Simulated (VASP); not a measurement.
## Os: relaxation of cell and atoms with PBE

Crystal: Os.

```
Os
1.0
     0.00000    1.91254    1.91254
     1.91254    0.00000    1.91254
     1.91254    1.91254    0.00000
Os
1
Direct
  0.00000 0.00000 0.00000
```

```
Program                : VASP 6.6.1
Task                   : relaxation of cell and atoms
Functional             : PBE
Potentials or basis    : VASP PAW PBE potentials, release 64 (Os)
Cutoff                 : 600 eV
k mesh                 : 14 × 14 × 14
Occupations            : fermi-dirac, width 0.1 eV
Spin                   : no spin polarisation
Dipole correction      : no
Further INCAR settings : ALGO = Normal; EDIFF = 1e-06; IBRION = 2; EDIFFG = -0.01; NSW = 80; ISIF = 3
```

* Relaxed volume: 14.35 Å³/atom
* Relaxed cell: a = 2.728 Å, b = 2.728 Å, c = 2.728 Å, α = 60.00°, β = 60.00°, γ = 60.00°
* Space group after relaxing (to 0.05 Å): Fm-3m (No. 225)
* Energy gained by relaxing: 11.5 meV/atom
* Ionic steps: 4
* Pressure after relaxing: 0.0 GPa
* Band gap on the k mesh: zero (band 4 reaches 11.29 eV, above the bottom of band 5 at 7.68 eV)

The path:
| step | energy change (eV) | largest force (eV/Å) | pressure (GPa) | volume (Å³) |
| --- | --- | --- | --- | --- |
| 1 | 0.0000 | 0.0000 | 10.66 | 13.99 |
| 2 | 0.1708 | 0.0000 | -32.48 | 15.96 |
| 3 | -0.0115 | 0.0000 | -0.50 | 14.37 |
| 4 | -0.0115 | 0.0000 | -0.02 | 14.35 |

Final structure:
```
Os
1.0
     0.00000    1.92870    1.92870
     1.92870    0.00000    1.92870
     1.92870    1.92870    0.00000
Os
1
Direct
  0.00000 0.00000 0.00000
```

Levels at points of the mesh, in eV from the Fermi level:
```csv
k point,band 2,band 3,band 4,band 5,band 6,band 7
"(0.00, 0.00, 0.00)",-2.86,-2.86,-2.86,0.07,0.07,14.30
"(0.50, 0.00, 0.00)",-3.01,-3.01,-0.18,2.40,2.40,8.73
"(0.50, 0.50, 0.00)",-6.61,2.34,2.35,3.06,3.06,11.93
```

Wall time 25 s on 1 thread of Intel(R) Xeon(R) Platinum 8488C (Sapphire Rapids), with other jobs on the host, peak memory 0.16 GiB.

Caveat: spin-orbit coupling is left out, which moves the levels of the heavy elements.
